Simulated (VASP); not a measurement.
# BaTiO3 in VASP: notebook

BaTiO3 is run at these levels: r2SCAN+U; tasks: relaxation of cell and atoms.

Program: VASP 6.6.1. These are calculated values, not measurements. Logs are shortened: lines on timing, memory, paths and dates and some standing lists are left out, and cuts for length are marked.

### Step 1. The cell of the first run

The typed cell holds 5 atoms: a = 3.665 Å, b = 3.665 Å, c = 3.665 Å, α = 90.00°, β = 90.00°, γ = 90.00°.

### Step 2. Relaxation of cell and atoms, r2SCAN+U, target pressure 90 GPa, at which the enthalpy is minimised

The input, POSCAR:

```
BaTiO3
1.0
    3.6646281686      0.0000000000      0.0000000000
    0.0000000000      3.6646281686      0.0000000000
    0.0000000000      0.0000000000      3.6646470485
Ba Ti O
1 1 3
Direct
    0.5000000000      0.5000000000      0.5720259201
    0.0000000000      0.0000000000      0.0720049379
    0.0000000000      0.5000000000      0.0719895300
    0.5000000000      0.0000000000      0.0719895300
    0.0000000000      0.0000000000      0.5719870718
```

The input, INCAR.step1:

```
PREC = Accurate
ENCUT = 600
ISMEAR = 0
SIGMA = 0.02
LREAL = False
LASPH = True
NELM = 150
LMAXMIX = 4
LDAU = True
LDAUTYPE = 2
LDAUL = -1 2 -1
LDAUU = 0 4 0
LDAUJ = 0 0 0
GGA = PE
ALGO = Normal
EDIFF = 1E-4
LWAVE = True
LCHARG = False
```

The input, INCAR.step2:

```
PREC = Accurate
ENCUT = 600
EDIFF = 1E-6
ISMEAR = 0
SIGMA = 0.02
LREAL = False
LASPH = True
NELM = 150
ALGO = Normal
ISIF = 3
LWAVE = False
LCHARG = False
LMAXMIX = 4
LDAU = True
LDAUTYPE = 2
LDAUL = -1 2 -1
LDAUU = 0 4 0
LDAUJ = 0 0 0
LDAUPRINT = 1
METAGGA = R2SCAN
LMIXTAU = True
IBRION = 2
NSW = 70
EDIFFG = -0.008
PSTRESS = 900.0
ISTART = 1
```

The input, KPOINTS:

```
Automatic mesh
0
Gamma
  6 6 6
```

Potentials or basis: VASP PAW PBE potentials, release 64 (Ba_sv, Ti_sv, O).

Started as:

```bash
$ cat potpaw_PBE.64/Ba_sv/POTCAR potpaw_PBE.64/Ti_sv/POTCAR potpaw_PBE.64/O/POTCAR > POTCAR
$ cp INCAR.step1 INCAR
$ mpirun -np 1 vasp_std > vasp.out
$ cp INCAR.step2 INCAR
$ mpirun -np 1 vasp_std > vasp.out
```

OUTCAR:

```text
PREC = Accurate
   ENCUT = 600
   EDIFF = 1E-6
   ISMEAR = 0
   LREAL = False
   LASPH = True
   NELM = 150
   ISIF = 3
   METAGGA = R2SCAN
   IBRION = 2
   NSW = 70
   EDIFFG = -0.008
   PSTRESS = 900.0
   ISTART = 1

 ion  position               nearest neighbor table
   1  0.500  0.500  0.572-   3 2.59   4 2.59   4 2.59   3 2.59   5 2.59   5 2.59   5 2.59   5 2.59
                             3 2.59   4 2.59   3 2.59   4 2.59   2 3.17   2 3.17   2 3.17   2 3.17
   2  0.000  0.000  0.072-   5 1.83   4 1.83   3 1.83   3 1.83   4 1.83   5 1.83   1 3.17   1 3.17
                             1 3.17   1 3.17   1 3.17   1 3.17   1 3.17   1 3.17
   3  0.000  0.500  0.072-   2 1.83   2 1.83   1 2.59   1 2.59   1 2.59   1 2.59
   4  0.500  0.000  0.072-   2 1.83   2 1.83   1 2.59   1 2.59   1 2.59   1 2.59
   5  0.000  0.000  0.572-   2 1.83   2 1.83   1 2.59   1 2.59   1 2.59   1 2.59

  LATTYP: Found a simple cubic cell.
 ALAT       =     3.6646281686

  Lattice vectors:

 A1 = (   3.6646281686,   0.0000000000,   0.0000000000)
 A2 = (   0.0000000000,   3.6646281686,   0.0000000000)
 A3 = (   0.0000000000,   0.0000000000,   3.6646470485)

Analysis of symmetry for initial positions (statically):
=====================================================================
 Subroutine PRICEL returns:
 Original cell was already a primitive cell.

 Routine SETGRP: Setting up the symmetry group for a
 simple cubic supercell.

 Subroutine GETGRP returns: Found  8 space group operations
 (whereof  8 operations were pure point group operations)
 out of a pool of 48 trial point group operations.

The static configuration has the point symmetry C_4v.

Analysis of symmetry for dynamics (positions and initial velocities):
=====================================================================
 Subroutine PRICEL returns:
 Original cell was already a primitive cell.

 Routine SETGRP: Setting up the symmetry group for a
 simple cubic supercell.

 Subroutine GETGRP returns: Found  8 space group operations
 (whereof  8 operations were pure point group operations)
 out of a pool of 48 trial point group operations.

The dynamic configuration has the point symmetry C_4v.

 Subroutine INISYM returns: Found  8 space group operations
 (whereof  8 operations are pure point group operations),
 and found     1 'primitive' translations

----------------------------------------------------------------------------------------

                                     Primitive cell

  volume of cell :      49.2144

  direct lattice vectors                    reciprocal lattice vectors
     3.664628169  0.000000000  0.000000000     0.272878981  0.000000000  0.000000000
     0.000000000  3.664628169  0.000000000     0.000000000  0.272878981  0.000000000
     0.000000000  0.000000000  3.664647049     0.000000000  0.000000000  0.272877575

  length of vectors
     3.664628169  3.664628169  3.664647049     0.272878981  0.272878981  0.272877575

  position of ions in fractional coordinates (direct lattice)
     0.500000000  0.500000000  0.572025920
     0.000000000  0.000000000  0.072004938
     0.000000000  0.500000000  0.071989530
     0.500000000  0.000000000  0.071989530
     0.000000000  0.000000000  0.571987072

  ion indices of the primitive-cell ions
   primitive index   ion index
                 1           1
                 2           2
                 3           3
                 4           4
                 5           5

----------------------------------------------------------------------------------------

 KPOINTS: Automatic mesh

Automatic generation of k-mesh.
 Grid dimensions read from file:
 generate k-points for:    6    6    6

[... 63 lines left out ...]
   EDIFF  = 0.1E-05   stopping-criterion for ELM
   LREAL  =      F    real-space projection
   EDIFFG = -.8E-02   stopping-criterion for IOM
   NSW    =     70    number of steps for IOM
   IBRION =      2    ionic relax: 0-MD 1-quasi-New 2-CG
   NFREE  =      1    steps in history (QN), initial steepest desc. (CG)
   ISIF   =      3    stress and relaxation
   ISYM   =      2    0-nonsym 1-usesym 2-fastsym
   POTIM  = 0.5000    time-step for ionic-motion
   TEBEG  =    0.0;   TEEND  =   0.0 temperature during run
   PSTRESS=  900.0 pullay stress
   NELECT =      40.0000    total number of electrons
   NUPDOWN=      -1.0000    fix difference up-down
   EMIN   =  10.00;   EMAX   =-10.00  energy-range for DOS
   EFERMI =   0.00;   METHOD = LEGACY
   ISMEAR =     0;   SIGMA  =   0.02  broadening in eV -4-tet -1-fermi 0-gaus
   EFERMI_NEDOS =   21; number of points for ismear=-14 and -15
   IALGO  =     38    algorithm
   IMIX   =      4    mixing-type and parameters
     AMIX     =   0.40;   BMIX     =  1.00
     AMIX_MAG =   1.60;   BMIX_MAG =  1.00
  volume/ion in A,a.u.               =       9.84        66.42
  Fermi-wavevector in a.u.,A,eV,Ry     =   1.527792  2.887108 31.758007  2.334148
  Thomas-Fermi vector in A             =   2.635639
   LORBIT       =      0    0 simple, 1 ext, 2 COOP (PROOUT), +10 PAW based schemes
 LDA+U is selected, type is set to LDAUTYPE =  2
   angular momentum for each species LDAUL =    -1    2   -1
   U (eV)           for each species LDAUU =   0.0  4.0  0.0
   J (eV)           for each species LDAUJ =   0.0  0.0  0.0
   METAGGA = R2SCAN    functional components
   LHFCALC =     F    Hartree Fock is set to
   AEXX    =    0.0000 exact exchange contribution
   IVDW    =     0    specifies the selected vdW correction
   LEPSILON=     F    determine dielectric tensor
   LRPA    =     F    only Hartree local field effects (RPA)
 conjugate gradient relaxation of ions
 non-spin polarized calculation
 Gauss-broadening in eV      SIGMA  =   0.02
  energy-cutoff  :      600.00
  volume of cell :       49.21
 maximum number of plane-waves:      1662
 NGX is ok and might be reduce to    30
   NGX = 15   NGY = 15   NGZ = 15

--------------------------------------- Ionic step        1  -------------------------------------------

 number of electron      39.9999990 magnetization

 Free energy of the ion-electron system (eV)
  ---------------------------------------------------
  ext. energy  EPLUGINS =         0.00000000
  ---------------------------------------------------
  free energy    TOTEN  =       -67.93137617 eV

  energy without entropy =      -67.93137617  energy(sigma->0) =      -67.93137617

------------------------ aborting loop because EDIFF is reached ----------------------------------------

  FORCE on cell =-STRESS in cart. coord.  units (eV):
  Direction    XX          YY          ZZ          XY          YZ          ZX
  --------------------------------------------------------------------------------------
  -------------------------------------------------------------------------------------
  Total       28.9803214     28.9803214     28.9760033      0.0000000      0.0000000      0.0000000
  in kB      943.4563159    943.4563159    943.3157393      0.0000000      0.0000000      0.0000000
  external PRESSURE =      43.4094570 kB  Pullay stress =     900.0000000 kB
[... 65 lines left out ...]
  energy  without entropy=      -68.9464793692  energy(sigma->0) =      -68.94647937

  enthalpy is  TOTEN    =       -40.2202081236 eV   P V=       28.7262712455

atom =   2  type =  2  l = 2

 onsite density matrix

spin component  1

  0.1142 -0.0000  0.0000  0.0000 -0.0000
 -0.0000  0.1142 -0.0000  0.0000 -0.0000
  0.0000 -0.0000  0.3050  0.0000 -0.0000
  0.0000  0.0000  0.0000  0.1142 -0.0000
 -0.0000 -0.0000 -0.0000 -0.0000  0.3049

spin component  2

  0.1142 -0.0000  0.0000  0.0000 -0.0000
 -0.0000  0.1142 -0.0000  0.0000 -0.0000
  0.0000 -0.0000  0.3050  0.0000 -0.0000
  0.0000  0.0000  0.0000  0.1142 -0.0000
 -0.0000 -0.0000 -0.0000 -0.0000  0.3049

 occupancies and eigenvectors

  o =  0.1142  v =  0.0000 -0.7116 -0.0000  0.7026 -0.0000  0.0000  0.0000  0.0000  0.0000  0.0000      0.0000  0.0000  0.0000  0.0000  0.0000  0.0000  0.0000  0.0000  0.0000  0.0000
  o =  0.1142  v =  0.0000  0.0000  0.0000  0.0000  0.0000  0.0000 -0.7116 -0.0000  0.7026 -0.0000      0.0000  0.0000  0.0000  0.0000  0.0000  0.0000  0.0000  0.0000  0.0000  0.0000
  o =  0.1142  v =  0.0000  0.0000  0.0000  0.0000  0.0000  0.0000  0.7026 -0.0000  0.7116  0.0000      0.0000  0.0000  0.0000  0.0000  0.0000  0.0000  0.0000  0.0000  0.0000  0.0000
  o =  0.1142  v =  0.0000  0.7026 -0.0000  0.7116  0.0000  0.0000  0.0000  0.0000  0.0000  0.0000      0.0000  0.0000  0.0000  0.0000  0.0000  0.0000  0.0000  0.0000  0.0000  0.0000
  o =  0.1142  v =  0.0000  0.0000  0.0000  0.0000  0.0000  1.0000  0.0000  0.0000  0.0000  0.0000      0.0000  0.0000  0.0000  0.0000  0.0000  0.0000  0.0000  0.0000  0.0000  0.0000
  o =  0.1142  v =  1.0000  0.0000  0.0000  0.0000  0.0000  0.0000  0.0000  0.0000  0.0000  0.0000      0.0000  0.0000  0.0000  0.0000  0.0000  0.0000  0.0000  0.0000  0.0000  0.0000
  o =  0.3049  v =  0.0000 -0.0000  0.0000  0.0000  1.0000  0.0000  0.0000  0.0000  0.0000  0.0000      0.0000  0.0000  0.0000  0.0000  0.0000  0.0000  0.0000  0.0000  0.0000  0.0000
  o =  0.3049  v =  0.0000  0.0000  0.0000  0.0000  0.0000  0.0000 -0.0000  0.0000  0.0000  1.0000      0.0000  0.0000  0.0000  0.0000  0.0000  0.0000  0.0000  0.0000  0.0000  0.0000
  o =  0.3050  v =  0.0000  0.0000  1.0000 -0.0000 -0.0000  0.0000  0.0000  0.0000  0.0000  0.0000      0.0000  0.0000  0.0000  0.0000  0.0000  0.0000  0.0000  0.0000  0.0000  0.0000
  o =  0.3050  v =  0.0000  0.0000  0.0000  0.0000  0.0000  0.0000  0.0000  1.0000 -0.0000 -0.0000      0.0000  0.0000  0.0000  0.0000  0.0000  0.0000  0.0000  0.0000  0.0000  0.0000

--------------------------------------- Ionic step        3  -------------------------------------------

 number of electron      39.9999989 magnetization

 Free energy of the ion-electron system (eV)
  ---------------------------------------------------
  ext. energy  EPLUGINS =         0.00000000
  ---------------------------------------------------
  free energy    TOTEN  =       -68.17034403 eV

  energy without entropy =      -68.17034403  energy(sigma->0) =      -68.17034403

 E-fermi :   6.2664     XC(G=0): -13.4426

 val. band max:        6.0753634098   @ k =   0.0000   0.0000   0.0000
 cond. band min:       9.1605386229   @ k =   0.0000   0.0000   0.0000
 fundamental gap:      3.0851752132
 Fermi energy:         6.2663628391

 k-point     1 :       0.0000    0.0000    0.0000
  band No.  band energies     occupation
      1     -52.5984      2.00000
      2     -27.9305      2.00000
      3     -27.9305      2.00000
      4     -27.9304      2.00000
      5     -19.3845      2.00000
      6     -12.3369      2.00000
[... 637 lines left out ...]
     23      11.4212      0.00000
     24      13.6010      0.00000

 [... further k-points ...]

------------------------ aborting loop because EDIFF is reached ----------------------------------------

  FORCE on cell =-STRESS in cart. coord.  units (eV):
  Direction    XX          YY          ZZ          XY          YZ          ZX
  --------------------------------------------------------------------------------------
  -------------------------------------------------------------------------------------
  Total       27.8554913     27.8554913     27.8530327      0.0000000      0.0000000      0.0000000
  in kB      899.2440039    899.2440039    899.1646320      0.0000000      0.0000000      0.0000000
  external PRESSURE =      -0.7824534 kB  Pullay stress =     900.0000000 kB
[... 24 lines left out ...]
  energy  without entropy=      -68.1703440306  energy(sigma->0) =      -68.17034403

  enthalpy is  TOTEN    =       -40.2914345372 eV   P V=       27.8789094933

 reached required accuracy - stopping structural energy minimisation
```

Run time: 5.5 min. Hardware: 1 thread of Intel Xeon 6975P-C (Granite Rapids), shared host; peak memory 0.22 GiB.

Results:

* Free energy: -68.1703 eV
* Relaxed volume: 9.93 Å³/atom
* Relaxed cell: a = 3.675 Å, b = 3.675 Å, c = 3.675 Å, α = 90.00°, β = 90.00°, γ = 90.00°
* Space group after relaxing (to 0.1 Å): Pm-3m (No. 221)
* Energy change on relaxing (the run minimises the enthalpy): -47.8 meV/atom
* Ionic steps: 3
* Pressure after relaxing: 89.9 GPa
* Largest force after relaxing: 0.007 eV/Å
* Band gap on the k mesh: 3.09 eV

Forces on the atoms (eV/Å):
```
Ba   0.000  0.000  0.001
Ti   0.000  0.000 -0.007
O    0.000  0.000  0.005
O    0.000  0.000  0.005
O    0.000  0.000 -0.004
```

The path:
```tsv
step	energy change (eV)	largest force (eV/Å)	pressure (GPa)	volume (Å³)
1	0.0000	0.0082	94.34	49.21
2	-1.0151	0.0034	75.25	51.14
3	-0.2390	0.0071	89.92	49.63
```

Final structure:
```cif
data_structure
_symmetry_space_group_name_H-M 'P 1'
_symmetry_Int_Tables_number 1
_cell_length_a 3.6749
_cell_length_b 3.6749
_cell_length_c 3.6749
_cell_angle_alpha 90.000
_cell_angle_beta 90.000
_cell_angle_gamma 90.000
_cell_volume 49.63
loop_
_atom_site_label
_atom_site_type_symbol
_atom_site_fract_x
_atom_site_fract_y
_atom_site_fract_z
_atom_site_occupancy
Ba1 Ba 0.50000 0.50000 0.57203 1
Ti1 Ti 0.00000 0.00000 0.07198 1
O1 O 0.00000 0.50000 0.07200 1
O2 O 0.50000 0.00000 0.07200 1
O3 O 0.00000 0.00000 0.57198 1
```

Levels at points of the mesh, in eV from the valence-band top:
```
           k point  band 17  band 18  band 19  band 20  band 21  band 22  band 23  band 24
(0.00, 0.00, 0.00)    -1.83     0.00     0.00     0.00     3.09     3.09     3.09     5.47
(0.50, 0.00, 0.00)    -2.10    -2.10    -0.89    -0.89     3.44     5.77     5.77     6.10
(0.00, 0.00, 0.50)    -2.10    -2.10    -0.89    -0.89     3.44     5.77     5.77     6.10
(0.50, 0.50, 0.00)    -1.82    -0.75    -0.75    -0.34     5.80     5.80     6.32     7.42
(0.00, 0.50, 0.50)    -1.82    -0.75    -0.75    -0.34     5.80     5.80     6.32     7.42
(0.50, 0.50, 0.50)    -2.02    -0.20    -0.20    -0.20     6.87     6.87     6.87     8.51
```

Eigenvalues of the final occupation matrices:
```tsv
site	spin	trace	eigenvalues
site 2 d	1	0.95	0.11 0.11 0.11 0.30 0.30
site 2 d	2	0.95	0.11 0.11 0.11 0.30 0.30
```

Caveat: the cell is relaxed towards a set pressure, so the run minimises the enthalpy, not the energy; the PAW data sets were made with another functional, which shifts forces and pressure a little; spin-orbit coupling is left out, which moves the levels of the heavy elements. A k mesh can miss the band edges.

### Step 3. Relaxation of cell and atoms, r2SCAN+U, target pressure 1 GPa, at which the enthalpy is minimised

This run uses another cell than the first one, of 12.80 Å³/atom.

The input, POSCAR:

```
BaTiO3
1.0
    3.9835434038      0.0000000000      0.0000000000
    0.0000000000      3.9835434038      0.0000000000
    0.0000000000      0.0000000000      4.0319696590
Ba Ti O
1 1 3
Direct
    0.5000000000      0.5000000000      0.5790986923
    0.0000000000      0.0000000000      0.0907439727
    0.0000000000      0.5000000000      0.0665185034
    0.5000000000      0.0000000000      0.0665185034
    0.0000000000      0.0000000000      0.5571173182
```

The input, INCAR.step1:

```
ALGO = Normal
EDIFF = 1E-4
ENCUT = 600
GGA = PE
ISMEAR = 0
LASPH = T
LCHARG = F
LDAU = T
LDAUJ = 0 0 0
LDAUL = -1 2 -1
LDAUTYPE = 2
LDAUU = 0 4 0
LMAXMIX = 4
LREAL = F
LWAVE = T
NELM = 150
PREC = Accurate
SIGMA = 0.02
```

The input, INCAR.step2:

```
ALGO = Normal
EDIFF = 1E-6
EDIFFG = -0.008
ENCUT = 600
IBRION = 2
ISIF = 3
ISMEAR = 0
ISTART = 1
LASPH = T
LCHARG = F
LDAU = T
LDAUJ = 0 0 0
LDAUL = -1 2 -1
LDAUPRINT = 1
LDAUTYPE = 2
LDAUU = 0 4 0
LMAXMIX = 4
LMIXTAU = T
LREAL = F
LWAVE = F
METAGGA = R2SCAN
NELM = 150
NSW = 70
PREC = Accurate
PSTRESS = 10.0
SIGMA = 0.02
```

The input, KPOINTS:

```
k-points
0
Gamma
  6 6 6
```

Potentials or basis: VASP PAW PBE potentials, release 64 (Ba_sv, Ti_sv, O).

Started as:

```bash
$ cat potpaw_PBE.64/Ba_sv/POTCAR potpaw_PBE.64/Ti_sv/POTCAR potpaw_PBE.64/O/POTCAR > POTCAR
$ cp INCAR.step1 INCAR
$ mpirun -np 1 vasp_std > vasp.out
$ cp INCAR.step2 INCAR
$ mpirun -np 1 vasp_std > vasp.out
```

Wall time 26 min (1 thread of Oxide Virtual Turin-like, shared host); peak memory 0.22 GiB.

The run converged. Its results:

```
Free energy                                                : -71.6833 eV
Relaxed volume                                             : 13.03 Å³/atom
Relaxed cell                                               : a = 4.023 Å, b = 4.023 Å, c = 4.024 Å, α = 90.00°, β = 90.00°, γ = 90.00°
Space group after relaxing (to 0.1 Å)                      : Pm-3m (No. 221)
Energy change on relaxing (the run minimises the enthalpy) : -10.4 meV/atom
Ionic steps                                                : 12
Pressure after relaxing                                    : 0.9 GPa
Largest force after relaxing                               : 0.004 eV/Å
Band gap on the k mesh                                     : 2.62 eV (least direct gap 2.83 eV)
```

Forces on the atoms (eV/Å):
```
Ba   0.000  0.000 -0.003
Ti   0.000  0.000  0.004
O    0.000  0.000 -0.002
O    0.000  0.000 -0.002
O    0.000  0.000  0.004
```

Step by step:
```csv
step,energy change (eV),largest force (eV/Å),pressure (GPa),volume (Å³)
1,0.0000,0.5665,5.64,63.98
2,-0.0175,0.1132,-4.49,67.48
3,-0.0400,0.2247,0.49,65.62
4,-0.0435,0.1707,0.74,65.43
5,-0.0468,0.1140,1.85,64.85
6,-0.0514,0.0938,0.78,65.22
7,-0.0516,0.0921,0.69,65.25
8,-0.0520,0.0582,0.85,65.19
9,-0.0519,0.0273,1.01,65.12
10,-0.0519,0.0217,1.04,65.11
11,-0.0522,0.0088,0.98,65.14
12,-0.0522,0.0044,0.95,65.15
```

Final structure:
```yaml
crystal:
  lattice:
    - [4.02348, 0.00000, 0.00000]
    - [0.00000, 4.02348, 0.00000]
    - [0.00000, 0.00000, 4.02441]
  atoms:
    - { symbol: Ba, position: [0.50000, 0.50000, 0.57209] }
    - { symbol: Ti, position: [0.00000, 0.00000, 0.07170] }
    - { symbol: O, position: [0.00000, 0.50000, 0.07211] }
    - { symbol: O, position: [0.50000, 0.00000, 0.07211] }
    - { symbol: O, position: [0.00000, 0.00000, 0.57199] }
```

Levels at points of the mesh, in eV from the valence-band top:
```tsv
k point	band 18	band 19	band 20	band 21	band 22	band 23
(0.00, 0.00, 0.00)	-0.21	-0.21	-0.21	2.62	2.62	2.62
(0.50, 0.00, 0.00)	-1.72	-0.81	-0.81	2.80	4.13	4.26
(0.50, 0.50, 0.00)	-0.91	-0.91	-0.09	4.27	4.27	4.72
(0.00, 0.00, 0.50)	-1.72	-0.81	-0.81	2.80	4.13	4.25
(0.50, 0.00, 0.50)	-0.91	-0.91	-0.09	4.27	4.27	4.72
(0.50, 0.50, 0.50)	0.00	0.00	0.00	4.94	4.94	4.94
```

Eigenvalues of the final occupation matrices:
```tsv
site	spin	trace	eigenvalues
site 2 d	1	0.74	0.09 0.09 0.09 0.23 0.23
site 2 d	2	0.74	0.09 0.09 0.09 0.23 0.23
```

Caveat: the cell is relaxed towards a set pressure, so the run minimises the enthalpy, not the energy; the PAW data sets were made with another functional, which shifts forces and pressure a little; spin-orbit coupling is left out, which moves the levels of the heavy elements. A k mesh can miss the band edges.
